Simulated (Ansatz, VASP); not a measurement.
F in VASP and in Ansatz

```xyz
2
Lattice="9.0000 0.0000 0.0000 0.0000 9.5000 0.0000 0.0000 0.0000 10.0000" Properties=species:S:1:pos:R:3 pbc="T T T"
F     4.5000    4.7500    4.3011
F     4.5000    4.7500    5.6989
```

Alike in both runs: functional PBEsol; k mesh 1 × 1 × 1; occupations gaussian, width 0.05 eV; no spin polarisation.

Ansatz relaxed the structure, and its values are those at the end. VASP's run is a single point on that final structure, the one shown.

```csv
,VASP,Ansatz
version,VASP 6.6.1,Ansatz 0.2.0
potentials or method,"VASP PAW PBE potentials, release 64 (F_h), cutoff 1010 eV","plane waves, PAW"
valence electrons in the cell,14,14
```

```tsv
	VASP	Ansatz	Ansatz less VASP
rms of the force components (eV/Å)	0.027	0.008	-0.0199
```

VASP's potentials were made for PBE, not for PBEsol. The functional is the same, so the differences come from potentials, cutoffs and numerics. Ansatz's warnings: stress scf threshold loose.
